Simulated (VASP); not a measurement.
# Sr2B3 (P4/mbm) in VASP: further runs, part 2 of 2

VASP 6.6.1. The steps go on from the part before.

## Step 4: Single point, PBE+D3(BJ)

INCAR

```
PREC = Accurate ; ENCUT = 520
EDIFF = 1E-7 ; ISMEAR = -1
SIGMA = 0.0901 ; LREAL = F
LASPH = T ; NELM = 60
ALGO = Normal ; ISIF = 2
LWAVE = F ; LCHARG = T
GGA = PE ; IVDW = 12
LELF = T ; LVHAR = T
NBANDS = 40
```

KPOINTS

```
Automatic mesh
0
Gamma
  3 3 5
```

POSCAR

```
Sr2B3
1.0
    6.7575650000      0.0000000000      0.0000000000
    0.0000000000      6.7575650000      0.0000000000
    0.0000000000      0.0000000000      3.9437300000
B Sr
6 4
Direct
    0.3714000000      0.8714000000      0.5000000000
    0.1286000000      0.3714000000      0.5000000000
    0.6286000000      0.1286000000      0.5000000000
    0.8714000000      0.6286000000      0.5000000000
    0.0000000000      0.0000000000      0.5000000000
    0.5000000000      0.5000000000      0.5000000000
    0.1734000000      0.6734000000      0.0000000000
    0.3266000000      0.1734000000      0.0000000000
    0.8266000000      0.3266000000      0.0000000000
    0.6734000000      0.8266000000      0.0000000000
```

Potentials or basis: VASP PAW PBE potentials, release 64 (B, Sr_sv).

Command:

```sh
cat potpaw_PBE.64/B/POTCAR potpaw_PBE.64/Sr_sv/POTCAR > POTCAR
mpirun -np 1 vasp_std > vasp.out
```

OUTCAR:

```text
PREC = Accurate
   ENCUT = 520
   EDIFF = 1E-7
   ISMEAR = -1
   LREAL = F
   LASPH = T
   NELM = 60
   ISIF = 2
   GGA = PE
   IVDW = 12
 IVDW          = 12

 ion  position               nearest neighbor table
   1  0.371  0.871  0.500-   7 2.73   7 2.73  10 2.85   8 2.85   8 2.85  10 2.85
   2  0.129  0.371  0.500-   8 2.73   8 2.73   9 2.85   7 2.85   7 2.85   9 2.85
   3  0.629  0.129  0.500-   9 2.73   9 2.73  10 2.85   8 2.85   8 2.85  10 2.85
[... 604 lines left out ...]
  Total      -4.67124    -4.67124     5.07139     0.00000    -0.00000    -0.00000
  in kB     -41.55800   -41.55800    45.11800     0.00000    -0.00000    -0.00000
  external pressure =      -12.67 kB  Pullay stress =        0.00 kB

 VOLUME and BASIS-vectors are now :
 -----------------------------------------------------------------------------
  energy-cutoff  :      520.00
  volume of cell :      180.09
      direct lattice vectors                 reciprocal lattice vectors
     6.757565000  0.000000000  0.000000000     0.147982298  0.000000000  0.000000000
     0.000000000  6.757565000  0.000000000     0.000000000  0.147982298  0.000000000
     0.000000000  0.000000000  3.943730000     0.000000000  0.000000000  0.253567055

 POSITION                                       TOTAL-FORCE (eV/Angst)
 -----------------------------------------------------------------------------------
      2.50976      5.88854      1.97186         0.797228      0.797228     -0.000000
      0.86902      2.50976      1.97186        -0.797228      0.797228     -0.000000
      4.24781      0.86902      1.97186        -0.797228     -0.797228      0.000000
      5.88854      4.24781      1.97186         0.797228     -0.797228      0.000000
      0.00000      0.00000      1.97186         0.000000     -0.000000      0.000000
      3.37878      3.37878      1.97186         0.000000     -0.000000      0.000000
      1.17176      4.55054      0.00000         0.220753      0.220753      0.000000
      2.20702      1.17176      0.00000        -0.220753      0.220753     -0.000000
      5.58580      2.20702      0.00000        -0.220753     -0.220753      0.000000
      4.55054      5.58580      0.00000         0.220753     -0.220753      0.000000
 -----------------------------------------------------------------------------------
    total drift:                                0.000000      0.000000      0.000000

  FREE ENERGIE OF THE ION-ELECTRON SYSTEM (eV)
  ---------------------------------------------------
  free  energy   TOTEN  =       -36.7640884037 eV

  energy  without entropy=      -36.5086290130  energy(sigma->0) =      -36.63635871
```

stdout:

```text
POSCAR found type information on POSCAR B Sr
 POSCAR found :  2 types and      10 ions
 scaLAPACK will be used
 LDA part: xc-table for (Slater+PW92), standard interpolation
 POSCAR, INCAR and KPOINTS ok, starting setup
 FFT: planning ... GRIDC
 FFT: planning ... GRID_SOFT
 FFT: planning ... GRID
 WAVECAR not read
 entering main loop
```

Wall time 37 s (1 thread of Intel Xeon 6975P-C (Granite Rapids), shared host); peak memory 0.27 GiB.

What came out:

| Quantity | Value |
| --- | --- |
| Free energy | -36.7641 eV |
| Pressure | -1.3 GPa |
| Largest force | 1.127 eV/Å |
| Band gap on the k mesh | zero (bands 29 and 30 overlap by 1.16 eV) |
| Dispersion energy per atom | -0.235 eV |

Forces on the atoms (eV/Å):
```
B    0.797  0.797  0.000
B   -0.797  0.797  0.000
B   -0.797 -0.797  0.000
B    0.797 -0.797  0.000
B    0.000  0.000  0.000
B    0.000  0.000  0.000
Sr   0.221  0.221  0.000
Sr  -0.221  0.221  0.000
Sr  -0.221 -0.221  0.000
Sr   0.221 -0.221  0.000
```

Stress tensor (GPa, compression positive):
```
-4.16  0.00  0.00
 0.00 -4.16  0.00
 0.00  0.00  4.51
```

Levels at points of the mesh, in eV from the Fermi level:
```tsv
k point	band 24	band 25	band 26	band 27	band 28	band 29	band 30	band 31	band 32	band 33
(0.00, 0.00, 0.00)	-2.03	-1.53	-0.92	0.56	0.69	0.78	0.78	1.06	1.16	1.39
```

Caveat: three body term missing; forces of over 1 eV/Å act on the atoms, so gaps and moduli don't describe the material at rest.

## Step 5: Single point, PBE, collinear spin

INCAR

```
SYSTEM = Sr2B3
ALGO     = Normal         ! electronic algorithm
EDIFF    = 1E-6           ! SCF threshold, eV
ENCUT    = 520            ! plane-wave cutoff, eV
GGA      = PE             ! functional
ISIF     = 2              ! what is computed and relaxed
ISMEAR   = -1             ! smearing method
ISPIN    = 2              ! spin polarisation
LASPH    = .TRUE.         ! aspherical terms in the spheres
LCHARG   = .FALSE.        ! write CHGCAR
LORBIT   = 11             ! projections on sites
LREAL    = .FALSE.        ! projectors in reciprocal space
LWAVE    = .FALSE.        ! write WAVECAR
MAGMOM   = 2 2 3 2 1 2 3 2 1 1 ! initial moments
NBANDS   = 44             ! bands
NELM     = 150            ! most SCF steps
PREC     = Accurate       ! precision mode
SIGMA    = 0.0901         ! smearing width, eV
```

KPOINTS

```
k-points
0
G
  3 3 5
  0 0 0
```

POSCAR is that of step 4.

Command:

```sh
cat potpaw_PBE.64/B/POTCAR potpaw_PBE.64/Sr_sv/POTCAR > POTCAR
mpirun -np 1 vasp_std > vasp.out
```

Wall time 2.4 min (1 thread of Intel Xeon 6975P-C (Granite Rapids), shared host); peak memory 0.41 GiB.

Results (log left out):

| Item | Value |
| --- | --- |
| Free energy | -34.4272 eV |
| Pressure | 0.9 GPa |
| Largest force | 1.091 eV/Å |
| Net moment | 1.80 μB per cell |
| Site moments | B +0.14, +0.02 (each value once); Sr +0.07 μB |
| Valence electrons inside the program's atomic spheres | B 1.55, 1.41 (each value once); Sr 8.15 |

Forces in eV/Å, atoms in the order of the input:
```
B    0.771  0.771  0.000
B   -0.771  0.771  0.000
B   -0.771 -0.771  0.000
B    0.771 -0.771  0.000
B    0.000  0.000  0.000
B    0.000  0.000  0.000
Sr   0.197  0.197  0.000
Sr  -0.197  0.197  0.000
Sr  -0.197 -0.197  0.000
Sr   0.197 -0.197  0.000
```

Stress tensor (GPa, compression positive):
```
-1.88  0.00  0.00
 0.00 -1.88  0.00
 0.00  0.00  6.50
```

Levels at points of the mesh, in eV from the Fermi level:
Spin up:
```
           k point  band 26  band 27  band 28  band 29  band 30  band 31  band 32  band 33  band 34  band 35
(0.00, 0.00, 0.00)    -1.19     0.33     0.50     0.50     0.61     1.00     1.08     1.30     1.30     1.42
```
Spin down:
| k point | band 23 | band 24 | band 25 | band 26 | band 27 | band 28 | band 29 | band 30 | band 31 | band 32 |
| --- | --- | --- | --- | --- | --- | --- | --- | --- | --- | --- |
| (0.00, 0.00, 0.00) | -1.98 | -1.98 | -1.46 | -0.62 | 0.77 | 0.80 | 1.08 | 1.09 | 1.13 | 1.26 |

Caveat: forces of over 1 eV/Å act on the atoms, so gaps and moduli don't describe the material at rest.

## Step 6: The runs side by side

```tsv
level	spin	gap on the mesh (eV)	pressure (GPa)	largest force (eV/Å)
PBE	off	none	0.8	1.13
PBE+D3(BJ)	off	none	-1.3	1.13
PBE	collinear	none	0.9	1.09
```

Alike in all rows: task single point; potentials or basis VASP PAW PBE potentials, release 64 (B, Sr_sv); cell as given; k mesh 3 × 3 × 5; cutoff (eV) 520; smearing fermi-dirac 0.0901 eV.

The pressure there spans -1.3 GPa (PBE+D3(BJ)) to 0.9 GPa (PBE); a positive pressure means that this level wants a larger cell, a negative one a smaller.

Caveats: forces of over 1 eV/Å act on the atoms, so gaps and moduli don't describe the material at rest; three body term missing (at least some runs).

Absolute energies hang on the potentials; compare differences alone.
